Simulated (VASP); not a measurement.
# NaH in VASP: notebook, part 2 of 2

VASP 6.6.1.

### Step 4. Single point, LDA

This run uses another cell than the first one, of 12.71 Å³/atom, 0.985 times its volume.

Input file INCAR:

```
ALGO = Normal
EDIFF = 1E-6
ENCUT = 520
GGA = CA
ISIF = 2
ISMEAR = 0
LASPH = T
LCHARG = F
LREAL = F
LWAVE = F
NBANDS = 11
NELM = 60
PREC = Accurate
SIGMA = 0.01
```

Input file KPOINTS:

```
k-points
0
Gamma
  8 8 8
```

Input file POSCAR:

```
NaH
1.0
    0.0000000000      2.3338090835      2.3338090835
    2.3338090835      0.0000000000      2.3338090835
    2.3338090835      2.3338090835      0.0000000000
Na H
1 1
Direct
    0.0000000000      0.0000000000      0.0000000000
    0.5000000000      0.5000000000      0.5000000000
```

Potentials or basis: VASP PAW LDA potentials, release 64 (Na_pv, H).

Run with:

```
$ cat potpaw_LDA.64/Na_pv/POTCAR potpaw_LDA.64/H/POTCAR > POTCAR
$ mpirun -np 1 vasp_std > vasp.out
```

OUTCAR:

```text
EDIFF = 1E-6
   ENCUT = 520
   GGA = CA
   ISIF = 2
   ISMEAR = 0
   LASPH = T
   LREAL = F
   NELM = 60
   PREC = Accurate

 ion  position               nearest neighbor table
   1  0.000  0.000  0.000-
   2  0.500  0.500  0.500-

  LATTYP: Found a face centered cubic cell.
 ALAT       =     4.6676181670

  Lattice vectors:

 A1 = (   0.0000000000,   2.3338090835,   2.3338090835)
 A2 = (   2.3338090835,   0.0000000000,   2.3338090835)
 A3 = (   2.3338090835,   2.3338090835,   0.0000000000)

Analysis of symmetry for initial positions (statically):
=====================================================================
 Subroutine PRICEL returns:
 Original cell was already a primitive cell.

 Routine SETGRP: Setting up the symmetry group for a
 face centered cubic supercell.

 Subroutine GETGRP returns: Found 48 space group operations
 (whereof 48 operations were pure point group operations)
 out of a pool of 48 trial point group operations.

The static configuration has the point symmetry O_h .

Analysis of symmetry for dynamics (positions and initial velocities):
[... 169 lines left out ...]
      1     -22.8709      2.00000
      2     -22.8709      2.00000
      3     -22.8709      2.00000
      4      -4.9612      2.00000
      5      10.4761      0.00000
      6      15.0894      0.00000
      7      15.0894      0.00000
      8      15.0894      0.00000
      9      16.3661      0.00000
     10      16.3661      0.00000
     11      16.3661      0.00000
[... 309 lines left out ...]
 k-point    24 :      -0.3750    0.2500    0.1250
  band No.  band energies     occupation
      1     -22.9886      2.00000
      2     -22.9216      2.00000
      3     -22.8982      2.00000
      4      -1.4150      2.00000
      5       3.5425      0.00000
      6       7.0620      0.00000
      7      10.4784      0.00000
      8      14.7559      0.00000
      9      15.8864      0.00000
     10      19.3252      0.00000
     11      21.5829      0.00000

 [... further k-points ...]

------------------------ aborting loop because EDIFF is reached ----------------------------------------

  FORCE on cell =-STRESS in cart. coord.  units (eV):
  Direction    XX          YY          ZZ          XY          YZ          ZX
  --------------------------------------------------------------------------------------
  -------------------------------------------------------------------------------------
  Total        0.0550198      0.0550198      0.0550198     -0.0000000     -0.0000000      0.0000000
  in kB        3.4673961      3.4673961      3.4673961     -0.0000000     -0.0000000      0.0000000
  external PRESSURE =       3.4673961 kB  Pullay stress =       0.0000000 kB

 VOLUME and BASIS-vectors are now :
 -----------------------------------------------------------------------------
  energy-cutoff  :      520.00
  volume of cell :       25.42
      direct lattice vectors                 reciprocal lattice vectors
     0.000000000  2.333809083  2.333809083    -0.214242032  0.214242032  0.214242032
     2.333809083  0.000000000  2.333809083     0.214242032 -0.214242032  0.214242032
     2.333809083  2.333809083  0.000000000     0.214242032  0.214242032 -0.214242032

 POSITION                                       TOTAL-FORCE (eV/Angst)
 -----------------------------------------------------------------------------------
      0.00000      0.00000      0.00000        -0.000000      0.000000     -0.000000
      2.33381      2.33381      2.33381         0.000000     -0.000000      0.000000
 -----------------------------------------------------------------------------------
    total drift:                               -0.000000      0.000000      0.000000

  FREE ENERGIE OF THE ION-ELECTRON SYSTEM (eV)
  ---------------------------------------------------
  free  energy   TOTEN  =        -5.4078882597 eV

  energy  without entropy=       -5.4078882597  energy(sigma->0) =       -5.40788826
```

Wall time 6.4 s (1 thread of AMD EPYC 9R45 (Zen 5), shared host); peak memory 0.1 GiB.

What came out:

```yaml
Free_energy: -5.4079 eV
Pressure: 0.3 GPa
Band_gap_on_the_k_mesh: 3.57 eV, indirect (least direct gap 4.53 eV)
```

Levels at points of the mesh, in eV from the valence-band top:
```tsv
k point	band 2	band 3	band 4	band 5	band 6	band 7
(0.00, 0.00, 0.00)	-22.01	-22.01	-4.10	11.34	15.95	15.95
(0.50, 0.00, 0.00)	-22.02	-22.02	-0.97	3.57	11.31	13.71
(0.50, 0.50, 0.00)	-22.05	-22.05	-0.22	4.50	10.04	10.98
```

A k mesh can miss the band edges.

### Step 5. Single point, LDA

This run uses another cell than the first one, of 13.10 Å³/atom, 1.015 times its volume.

Input file INCAR:

```
  PREC = Accurate
  ENCUT = 520
  EDIFF = 1E-6
  ISMEAR = 0
  SIGMA = 0.01
  LREAL = F
  LASPH = T
  NELM = 100
  ALGO = Normal
  ISIF = 2
  LWAVE = F
  LCHARG = F
  NBANDS = 11
```

Input file KPOINTS:

```
Automatic mesh
0
Gamma
  8 8 8
```

Input file POSCAR:

```
NaH
1.0
    0.0000000000      2.3572644512      2.3572644512
    2.3572644512      0.0000000000      2.3572644512
    2.3572644512      2.3572644512      0.0000000000
Na H
1 1
Direct
    0.0000000000      0.0000000000      0.0000000000
    0.5000000000      0.5000000000      0.5000000000
```

Run with:

```
$ cat potpaw_LDA.64/Na_pv/POTCAR potpaw_LDA.64/H/POTCAR > POTCAR
$ mpirun -np 1 vasp_std > vasp.out
```

It took 6.5 s on 1 thread of AMD EPYC 9R45 (Zen 5), shared host; peak memory 0.1 GiB.

It converged, with:

* Free energy: -5.4080 eV
* Pressure: -0.5 GPa
* Band gap on the k mesh: 3.52 eV, indirect (least direct gap 4.47 eV)

Levels at points of the mesh, in eV from the valence-band top:
```
           k point  band 1  band 2  band 3  band 4  band 5  band 6  band 7  band 8
(0.00, 0.00, 0.00)  -22.05  -22.05  -22.05   -4.01   11.06   15.73   15.73   15.73
(0.50, 0.00, 0.00)  -22.18  -22.07  -22.07   -0.95    3.52   11.09   13.52   13.52
(0.50, 0.50, 0.00)  -22.17  -22.10  -22.10   -0.21    4.44    9.93   10.78   10.78
```

A k mesh can miss the band edges. LDA gaps usually lie below the measured ones, often by a third to a half.

### Step 6. Single point, LDA (z stretched by -0.5 %, x and y held)

Input file INCAR:

```
  PREC = Accurate
  ENCUT = 520
  EDIFF = 1E-6
  ISMEAR = 0
  SIGMA = 0.01
  LREAL = False
  LASPH = True
  NELM = 60
  ALGO = Normal
  ISIF = 2
  LWAVE = False
  LCHARG = False
  NBANDS = 11
```

Input file KPOINTS:

```
regular mesh
0
Gamma
  8 8 8
```

Input file POSCAR:

```
NaH
1.0
    0.0000000000      2.3455367674      2.3338090835
    2.3455367674      0.0000000000      2.3338090835
    2.3455367674      2.3455367674      0.0000000000
Na H
1 1
Direct
    0.0000000000      0.0000000000      0.0000000000
    0.5000000000      0.5000000000      0.5000000000
```

Potentials or basis: VASP PAW LDA potentials, release 64 (Na_pv, H).

Run with:

```
$ cat potpaw_LDA.64/Na_pv/POTCAR potpaw_LDA.64/H/POTCAR > POTCAR
$ mpirun -np 1 vasp_std > vasp.out
```

Run time: 12 s. Hardware: 1 thread of AMD EPYC 9R45 (Zen 5), shared host; peak memory 0.11 GiB.

It converged, with:

```yaml
Free_energy: -5.4083 eV
Pressure: 0.1 GPa
Band_gap_on_the_k_mesh: 3.55 eV, indirect (least direct gap 4.51 eV)
```

Stress tensor (GPa, compression positive):
```
-0.01  0.00  0.00
 0.00 -0.01  0.00
 0.00  0.00  0.21
```

Levels at points of the mesh, in eV from the valence-band top:
```tsv
k point	band 1	band 2	band 3	band 4	band 5	band 6	band 7	band 8
(0.00, 0.00, 0.00)	-22.02	-22.02	-22.02	-4.07	11.24	15.87	15.87	15.90
(0.50, 0.00, 0.00)	-22.16	-22.04	-22.04	-0.96	3.55	11.23	13.61	13.69
(0.50, 0.50, 0.00)	-22.14	-22.07	-22.07	-0.20	4.52	9.96	10.86	10.86
(0.50, 0.00, 0.50)	-22.14	-22.07	-22.07	-0.23	4.45	10.02	10.93	10.93
```

Caveat: the cell differs from its parent crystal (z stretched by -0.5 %, x and y held). A k mesh can miss the band edges.

### Step 7. Overview

| cell | gap on the mesh (eV) | pressure (GPa) |
| --- | --- | --- |
| a = 3.317 Å, angles 60.0°, 2 atoms | 3.54 | -0.1 |
| a = 3.301 Å, angles 60.0°, 2 atoms | 3.57 | 0.3 |
| a = 3.334 Å, angles 60.0°, 2 atoms | 3.52 | -0.5 |
| a = 3.309, b = 3.309, c = 3.317 Å, angles 59.9, 59.9, 60.2°, 2 atoms | 3.55 | 0.1 |

Alike in all rows: task single point; level LDA; potentials or basis VASP PAW LDA potentials, release 64 (Na_pv, H); no spin polarisation; k mesh 8 × 8 × 8; cutoff (eV) 520; smearing gaussian 0.01 eV.

Absolute energies hang on the potentials; compare differences alone.
